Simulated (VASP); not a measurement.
# SnO2 (P6_3/mmc) in VASP: a series of runs, part 2 of 2

VASP 6.6.1. The steps go on from the part before.

## (3) Single point, PBE+D3(BJ) (15.99 Å³/atom)

File INCAR:

```
SYSTEM = SnO2
ALGO     = Normal         ! electronic algorithm
EDIFF    = 1E-6           ! SCF threshold, eV
ENCUT    = 520            ! plane-wave cutoff, eV
GGA      = PE             ! functional
ISIF     = 2              ! what is computed and relaxed
ISMEAR   = 0              ! smearing method
IVDW     = 12             ! dispersion correction
LASPH    = .True.         ! aspherical terms in the spheres
LCHARG   = .True.         ! write CHGCAR
LELF     = .True.         ! ELF
LREAL    = .False.        ! projectors in reciprocal space
LVHAR    = .True.       
LWAVE    = .False.        ! write WAVECAR
NBANDS   = 35             ! bands
NELM     = 80             ! most SCF steps
PREC     = Accurate       ! precision mode
SIGMA    = 0.05           ! smearing width, eV
```

File KPOINTS:

```
k-points
0
Gamma
  12 12 4
  0 0 0
```

File POSCAR:

```
SnO2
1.0
    3.1888976870      0.0000000000      0.0000000000
   -1.5944488435      2.7616664070      0.0000000000
    0.0000000000      0.0000000000     10.8974200659
Sn O
2 4
Direct
    0.0000000000      0.0000000000      0.5000000000
    0.0000000000      0.0000000000      0.0000000000
    0.6666666667      0.3333333333      0.4017901367
    0.6666666667      0.3333333333      0.0982098633
    0.3333333333      0.6666666667      0.5982098633
    0.3333333333      0.6666666667      0.9017901367
```

Potentials or basis: VASP PAW PBE potentials, release 64 (Sn_d, O).

Launch:

```
> cat potpaw_PBE.64/Sn_d/POTCAR potpaw_PBE.64/O/POTCAR > POTCAR
> mpirun -np 1 vasp_std > vasp.out
```

OUTCAR:

```text
SYSTEM = SnO2
   EDIFF = 1E-6
   ENCUT = 520
   GGA = PE
   ISIF = 2
   ISMEAR = 0
   IVDW = 12
   LASPH = .True.
   LREAL = .False.
   NELM = 80
   PREC = Accurate
 IVDW          = 12

 ion  position               nearest neighbor table
   1  0.000  0.000  0.500-   3 2.13   5 2.13   5 2.13   3 2.13   3 2.13   5 2.13
   2  0.000  0.000  0.000-   4 2.13   6 2.13   6 2.13   4 2.13   4 2.13   6 2.13
   3  0.667  0.333  0.402-   1 2.13   1 2.13   1 2.13
   4  0.667  0.333  0.098-   2 2.13   2 2.13   2 2.13
   5  0.333  0.667  0.598-   1 2.13   1 2.13   1 2.13
   6  0.333  0.667  0.902-   2 2.13   2 2.13   2 2.13

  LATTYP: Found a hexagonal cell.
 ALAT       =     3.1888976870
 C/A-ratio  =     3.4173000000

  Lattice vectors:

 A1 = (   3.1888976870,   0.0000000000,   0.0000000000)
 A2 = (  -1.5944488435,   2.7616664070,   0.0000000000)
 A3 = (   0.0000000000,   0.0000000000,  10.8974200659)

Analysis of symmetry for initial positions (statically):
=====================================================================
 Subroutine PRICEL returns:
 Original cell was already a primitive cell.

 Routine SETGRP: Setting up the symmetry group for a
 hexagonal supercell.

 Subroutine GETGRP returns: Found 24 space group operations
 (whereof 12 operations were pure point group operations)
 out of a pool of 24 trial point group operations.

The static configuration has the point symmetry D_3d.
 The point group associated with its full space group is D_6h.

Analysis of symmetry for dynamics (positions and initial velocities):
=====================================================================
 Subroutine PRICEL returns:
 Original cell was already a primitive cell.

 Routine SETGRP: Setting up the symmetry group for a
 hexagonal supercell.

 Subroutine GETGRP returns: Found 24 space group operations
 (whereof 12 operations were pure point group operations)
 out of a pool of 24 trial point group operations.

The dynamic configuration has the point symmetry D_3d.
 The point group associated with its full space group is D_6h.

 Subroutine INISYM returns: Found 24 space group operations
 (whereof 12 operations are pure point group operations),
 and found     1 'primitive' translations

----------------------------------------------------------------------------------------

                                     Primitive cell

  volume of cell :      95.9700

  direct lattice vectors                    reciprocal lattice vectors
     3.188897687  0.000000000  0.000000000     0.313587985  0.181050108  0.000000000
    -1.594448843  2.761666407  0.000000000     0.000000000  0.362100215  0.000000000
     0.000000000  0.000000000 10.897420066     0.000000000  0.000000000  0.091764839

  length of vectors
     3.188897687  3.188897687 10.897420066     0.362100215  0.362100215  0.091764839

  position of ions in fractional coordinates (direct lattice)
     0.000000000  0.000000000  0.500000000
     0.000000000  0.000000000  0.000000000
     0.666666667  0.333333333  0.401790137
     0.666666667  0.333333333  0.098209863
     0.333333333  0.666666667  0.598209863
     0.333333333  0.666666667  0.901790137

  ion indices of the primitive-cell ions
   primitive index   ion index
[... 35 lines left out ...]
  0.000000  0.000000  0.000000      1.000000
  0.083333  0.000000  0.000000      6.000000
  0.166667  0.000000  0.000000      6.000000
  0.250000  0.000000  0.000000      6.000000
  0.333333  0.000000  0.000000      6.000000
  0.416667  0.000000  0.000000      6.000000
[... 16 lines left out ...]
  0.250000  0.000000  0.250000     12.000000
  0.333333  0.000000  0.250000     12.000000
 [... further k-points ...]
   k-points           NKPTS =     57   k-points in BZ     NKDIM =     57   number of bands    NBANDS=     35
   number of dos      NEDOS =    301   number of ions     NIONS =      6
   total plane-waves  NPLWV =  48384
   dimension x,y,z NGX =    24 NGY =   24 NGZ =   84
   dimension x,y,z NGXF=    48 NGYF=   48 NGZF=  168
   ions per type =               2   4
   NGX,Y,Z   is equivalent  to a cutoff of  12.51, 12.51, 12.81 a.u.
   NGXF,Y,Z  is equivalent  to a cutoff of  25.02, 25.02, 25.63 a.u.
 SYSTEM =  SnO2
   PREC   = accura    normal or accurate (medium, high low for compatibility)
   ISTART =      0    job   : 0-new  1-cont  2-samecut
   ICHARG =      2    charge: 1-file 2-atom 10-const
   ISPIN  =      1    spin polarized calculation?
   LNONCOLLINEAR =      F non collinear calculations
   LSORBIT =      F    spin-orbit coupling
   LASPH  =      T    aspherical Exc in radial PAW
   ENCUT  =  520.0 eV  38.22 Ry    6.18 a.u.   5.93  5.93 20.26*2*pi/ulx,y,z
   NELM   =     80;   NELMIN=  2; NELMDL= -5     # of ELM steps
   EDIFF  = 0.1E-05   stopping-criterion for ELM
   LREAL  =      F    real-space projection
   EDIFFG = 0.1E-04   stopping-criterion for IOM
   NSW    =      0    number of steps for IOM
   IBRION =     -1    ionic relax: 0-MD 1-quasi-New 2-CG
   NFREE  =      0    steps in history (QN), initial steepest desc. (CG)
   ISIF   =      2    stress and relaxation
   ISYM   =      2    0-nonsym 1-usesym 2-fastsym
   POTIM  = 0.5000    time-step for ionic-motion
   TEBEG  =    0.0;   TEEND  =   0.0 temperature during run
   PSTRESS=    0.0 pullay stress
   NELECT =      52.0000    total number of electrons
   NUPDOWN=      -1.0000    fix difference up-down
   EMIN   =  10.00;   EMAX   =-10.00  energy-range for DOS
   EFERMI =   0.00;   METHOD = LEGACY
   ISMEAR =     0;   SIGMA  =   0.05  broadening in eV -4-tet -1-fermi 0-gaus
   EFERMI_NEDOS =   21; number of points for ismear=-14 and -15
   IALGO  =     38    algorithm
   IMIX   =      4    mixing-type and parameters
     AMIX     =   0.40;   BMIX     =  1.00
     AMIX_MAG =   1.60;   BMIX_MAG =  1.00
  volume/ion in A,a.u.               =      15.99       107.94
  Fermi-wavevector in a.u.,A,eV,Ry     =   1.334640  2.522104 24.235565  1.781264
  Thomas-Fermi vector in A             =   2.463406
   LORBIT       =      0    0 simple, 1 ext, 2 COOP (PROOUT), +10 PAW based schemes
   GGA     = PE    functional components
   LHFCALC =     F    Hartree Fock is set to
   AEXX    =    0.0000 exact exchange contribution
   IVDW    =    12    specifies the selected vdW correction
   LEPSILON=     F    determine dielectric tensor
   LRPA    =     F    only Hartree local field effects (RPA)
 non-spin polarized calculation
 Gauss-broadening in eV      SIGMA  =   0.05
  energy-cutoff  :      520.00
  volume of cell :       95.97
 maximum number of plane-waves:      2616
 NGX is ok and might be reduce to    24
   NGX = 11   NGY = 11   NGZ = 41

 number of electron      51.9999984 magnetization

 Free energy of the ion-electron system (eV)
  ---------------------------------------------------
  ext. energy  EPLUGINS =         0.00000000
  ---------------------------------------------------
  free energy    TOTEN  =       -36.27571663 eV

  energy without entropy =      -36.27571663  energy(sigma->0) =      -36.27571663

 E-fermi :   2.4082     XC(G=0):  -9.2948

 val. band max:        2.1232174290   @ k =   0.2500   0.1667   0.0000
 cond. band min:       4.3762152543   @ k =   0.0000   0.0000   0.0000
 fundamental gap:      2.2529978253
 Fermi energy:         2.4082171144

 k-point     1 :       0.0000    0.0000    0.0000
  band No.  band energies     occupation
      1     -17.8146      2.00000
      2     -17.8141      2.00000
      3     -17.6626      2.00000
      4     -17.6626      2.00000
      5     -17.6625      2.00000
      6     -17.6625      2.00000
[... 901 lines left out ...]
     34      13.8378      0.00000
     35      14.4523      0.00000

 [... further k-points ...]

------------------------ aborting loop because EDIFF is reached ----------------------------------------

 Edisp (eV)   -0.94763

 E8    (eV) :    -0.3704

  FORCE on cell =-STRESS in cart. coord.  units (eV):
  Direction    XX          YY          ZZ          XY          YZ          ZX
  --------------------------------------------------------------------------------------
  -------------------------------------------------------------------------------------
  Total       0.08876     0.08876    -2.75468     0.00000     0.00000     0.00000
  in kB       1.48188     1.48188   -45.98813     0.00000     0.00000     0.00000
  external pressure =      -14.34 kB  Pullay stress =        0.00 kB

 VOLUME and BASIS-vectors are now :
 -----------------------------------------------------------------------------
  energy-cutoff  :      520.00
  volume of cell :       95.97
      direct lattice vectors                 reciprocal lattice vectors
     3.188897687  0.000000000  0.000000000     0.313587985  0.181050108  0.000000000
    -1.594448843  2.761666407  0.000000000     0.000000000  0.362100215  0.000000000
     0.000000000  0.000000000 10.897420066     0.000000000  0.000000000  0.091764839

 POSITION                                       TOTAL-FORCE (eV/Angst)
 -----------------------------------------------------------------------------------
      0.00000      0.00000      5.44871         0.000000      0.000000      0.000000
      0.00000      0.00000      0.00000         0.000000      0.000000      0.000000
      1.59445      0.92056      4.37848        -0.000000      0.000000      0.520876
      1.59445      0.92056      1.07023        -0.000000      0.000000     -0.520876
     -0.00000      1.84111      6.51894         0.000000     -0.000000     -0.520876
     -0.00000      1.84111      9.82719         0.000000     -0.000000      0.520876
 -----------------------------------------------------------------------------------
    total drift:                               -0.000000      0.000000      0.000000

  FREE ENERGIE OF THE ION-ELECTRON SYSTEM (eV)
  ---------------------------------------------------
  free  energy   TOTEN  =       -37.2233474158 eV

  energy  without entropy=      -37.2233474158  energy(sigma->0) =      -37.22334742
```

Wall time 72 s (1 thread of Intel Xeon 6975P-C (Granite Rapids), shared host); peak memory 0.3 GiB.

Results:

```yaml
Free_energy: -37.2233 eV
Pressure: -1.4 GPa
Largest_force: 0.521 eV/Å
Band_gap_on_the_k_mesh: 2.25 eV (least direct gap 2.58 eV)
Dispersion_energy_per_atom: -0.158 eV
```

Forces in eV/Å, atoms in the order of the input:
```
Sn   0.000  0.000  0.000
Sn   0.000  0.000  0.000
O    0.000  0.000  0.521
O    0.000  0.000 -0.521
O    0.000  0.000 -0.521
O    0.000  0.000  0.521
```

Levels at points of the mesh, in eV from the valence-band top:
| k point | band 23 | band 24 | band 25 | band 26 | band 27 | band 28 | band 29 | band 30 |
| --- | --- | --- | --- | --- | --- | --- | --- | --- |
| (0.00, 0.00, 0.00) | -0.71 | -0.68 | -0.68 | -0.33 | 2.25 | 2.97 | 5.52 | 5.84 |
| (0.50, 0.00, 0.00) | -0.51 | -0.47 | -0.44 | -0.06 | 5.11 | 5.25 | 6.93 | 7.45 |
| (0.00, 0.00, 0.50) | -0.69 | -0.69 | -0.66 | -0.66 | 2.62 | 2.62 | 5.69 | 5.69 |
| (0.50, 0.00, 0.50) | -0.49 | -0.49 | -0.23 | -0.23 | 5.18 | 5.18 | 7.18 | 7.18 |

Caveat: spin-orbit coupling is left out, which moves the levels of the heavy elements. A k mesh can miss the band edges.

## (4) Single point, PBE+D3(BJ) (15.99 Å³/atom)

File INCAR:

```
SYSTEM = SnO2
PREC = Accurate ; ENCUT = 520
EDIFF = 1E-7 ; ISMEAR = 0
SIGMA = 0.05 ; LREAL = .FALSE.
LASPH = .TRUE. ; NELM = 100
ALGO = Normal ; ISIF = 2
LWAVE = .FALSE. ; LCHARG = .TRUE.
GGA = PE ; IVDW = 12
LELF = .TRUE. ; LVHAR = .TRUE.
NBANDS = 35
```

File KPOINTS:

```
regular mesh
0
G
  12 12 4
  0 0 0
```

POSCAR: that of step 3 with these lines changed.

```diff
@@ -2,5 +2,5 @@
 1.0
-    3.1888976870      0.0000000000      0.0000000000
-   -1.5944488435      2.7616664070      0.0000000000
-    0.0000000000      0.0000000000     10.8974200659
+    3.2752746563      0.0000000000      0.0000000000
+   -1.6376373281      2.8364710568      0.0000000000
+    0.0000000000      0.0000000000     10.3302162661
 Sn O
```

Potentials or basis: VASP PAW PBE potentials, release 64 (Sn_d, O).

Launch:

```
> cat potpaw_PBE.64/Sn_d/POTCAR potpaw_PBE.64/O/POTCAR > POTCAR
> mpirun -np 1 vasp_std > vasp.out
```

OUTCAR:

```text
SYSTEM = SnO2
   PREC = Accurate
   ENCUT = 520
   EDIFF = 1E-7
   ISMEAR = 0
   LREAL = .FALSE.
   LASPH = .TRUE.
   NELM = 100
   ISIF = 2
   GGA = PE
   IVDW = 12
 IVDW          = 12

 ion  position               nearest neighbor table
   1  0.000  0.000  0.500-   3 2.15   5 2.15   3 2.15   5 2.15   3 2.15   5 2.15
   2  0.000  0.000  0.000-   4 2.15   6 2.15   4 2.15   6 2.15   4 2.15   6 2.15
   3  0.667  0.333  0.402-   1 2.15   1 2.15   1 2.15
   4  0.667  0.333  0.098-   2 2.15   2 2.15   2 2.15
   5  0.333  0.667  0.598-   1 2.15   1 2.15   1 2.15
   6  0.333  0.667  0.902-   2 2.15   2 2.15   2 2.15
[... 1125 lines left out ...]
  -------------------------------------------------------------------------------------
  Total      -4.13922    -4.13922    -1.27763    -0.00000     0.00000     0.00000
  in kB     -69.10252   -69.10252   -21.32954    -0.00000     0.00000     0.00000
  external pressure =      -53.18 kB  Pullay stress =        0.00 kB

 VOLUME and BASIS-vectors are now :
 -----------------------------------------------------------------------------
  energy-cutoff  :      520.00
  volume of cell :       95.97
      direct lattice vectors                 reciprocal lattice vectors
     3.275274656  0.000000000  0.000000000     0.305317906  0.176275375  0.000000000
    -1.637637328  2.836471057  0.000000000     0.000000000  0.352550751  0.000000000
     0.000000000  0.000000000 10.330216266     0.000000000  0.000000000  0.096803394

 POSITION                                       TOTAL-FORCE (eV/Angst)
 -----------------------------------------------------------------------------------
      0.00000      0.00000      5.16511        -0.000000      0.000000      0.000000
      0.00000      0.00000      0.00000        -0.000000      0.000000      0.000000
      1.63764      0.94549      4.15058        -0.000000     -0.000000      0.306039
      1.63764      0.94549      1.01453        -0.000000      0.000000     -0.306039
     -0.00000      1.89098      6.17964         0.000000      0.000000     -0.306039
     -0.00000      1.89098      9.31569         0.000000     -0.000000      0.306039
 -----------------------------------------------------------------------------------
    total drift:                               -0.000000      0.000000      0.000000

  FREE ENERGIE OF THE ION-ELECTRON SYSTEM (eV)
  ---------------------------------------------------
  free  energy   TOTEN  =       -37.2205648088 eV

  energy  without entropy=      -37.2205648088  energy(sigma->0) =      -37.22056481
```

OSZICAR:

```text
N       E                     dE             d eps       ncg     rms          rms(c)
DAV:   1     0.641467786856E+03    0.64147E+03   -0.25628E+04  4349   0.210E+03
DAV:   2     0.651760766011E+02   -0.57629E+03   -0.54206E+03  4385   0.591E+02
DAV:   3    -0.365549721490E+02   -0.10173E+03   -0.99606E+02  4505   0.208E+02
DAV:   4    -0.420630658806E+02   -0.55081E+01   -0.54717E+01  4844   0.539E+01
DAV:   5    -0.422132285500E+02   -0.15016E+00   -0.14993E+00  4980   0.918E+00    0.149E+01
DAV:   6    -0.362377371821E+02    0.59755E+01   -0.17974E+01  6187   0.655E+01    0.610E+00
DAV:   7    -0.363125553129E+02   -0.74818E-01   -0.21851E+00  4294   0.863E+00    0.315E+00
DAV:   8    -0.362773969485E+02    0.35158E-01   -0.20469E-01  5981   0.368E+00    0.951E-01
DAV:   9    -0.362706938312E+02    0.67031E-02   -0.34835E-02  6098   0.253E+00    0.148E-01
DAV:  10    -0.362724661482E+02   -0.17723E-02   -0.66677E-03  5168   0.868E-01    0.871E-02
DAV:  11    -0.362724871291E+02   -0.20981E-04   -0.87408E-04  6402   0.343E-01    0.268E-02
DAV:  12    -0.362725088997E+02   -0.21771E-04   -0.79128E-05  4582   0.648E-02    0.169E-02
DAV:  13    -0.362725074681E+02    0.14316E-05   -0.10569E-05  6148   0.251E-02    0.299E-03
DAV:  14    -0.362725073385E+02    0.12967E-06   -0.99419E-07  5173   0.975E-03    0.142E-03
DAV:  15    -0.362725073333E+02    0.51923E-08   -0.12378E-07  4122   0.283E-03
   1 F= -.37220565E+02 E0= -.37220565E+02  d E =-.570359E-14
```

stdout:

```text
POSCAR found type information on POSCAR SnO
 POSCAR found :  2 types and       6 ions
 scaLAPACK will be used
 LDA part: xc-table for (Slater+PW92), standard interpolation
 POSCAR, INCAR and KPOINTS ok, starting setup
 FFT: planning ... GRIDC
 FFT: planning ... GRID_SOFT
 FFT: planning ... GRID
 WAVECAR not read
 entering main loop
```

Wall time 72 s (1 thread of Intel Xeon 6975P-C (Granite Rapids), shared host); peak memory 0.3 GiB.

Results:

| Item | Value |
| --- | --- |
| Free energy | -37.2206 eV |
| Pressure | -5.3 GPa |
| Largest force | 0.306 eV/Å |
| Band gap on the k mesh | 1.68 eV (least direct gap 2.00 eV) |
| Dispersion energy per atom | -0.158 eV |

Forces on the atoms (eV/Å):
```
Sn   0.000  0.000  0.000
Sn   0.000  0.000  0.000
O    0.000  0.000  0.306
O    0.000  0.000 -0.306
O    0.000  0.000 -0.306
O    0.000  0.000  0.306
```

Levels at points of the mesh, in eV from the valence-band top:
```
           k point  band 24  band 25  band 26  band 27  band 28  band 29
(0.00, 0.00, 0.00)    -1.00    -1.00    -0.32     1.68     2.56     5.08
(0.50, 0.00, 0.00)    -0.63    -0.62    -0.08     4.68     4.85     6.59
(0.00, 0.00, 0.50)    -1.02    -0.77    -0.77     2.15     2.15     5.32
(0.50, 0.00, 0.50)    -0.65    -0.32    -0.32     4.76     4.76     6.94
```

Caveat: the cell stands under tension; spin-orbit coupling is left out, which moves the levels of the heavy elements.

## (5) Summary

```csv
cell,gap on the mesh (eV),pressure (GPa),largest force (eV/Å)
"a = 3.319, b = 3.319, c = 10.058 Å, angles 90.0, 90.0, 120.0°, 6 atoms",1.36,-7.2,0.23
"a = 3.189, b = 3.189, c = 10.897 Å, angles 90.0, 90.0, 120.0°, 6 atoms",2.25,-1.4,0.52
"a = 3.275, b = 3.275, c = 10.330 Å, angles 90.0, 90.0, 120.0°, 6 atoms",1.68,-5.3,0.31
```

Alike in all rows: task single point; level PBE+D3(BJ); potentials or basis VASP PAW PBE potentials, release 64 (Sn_d, O); no spin polarisation; k mesh 12 × 12 × 4; cutoff (eV) 520; smearing gaussian 0.05 eV.

Caveats: spin-orbit coupling is left out, which moves the levels of the heavy elements; the cell stands under tension (at least some runs).

Absolute energies hang on the potentials; compare differences alone.
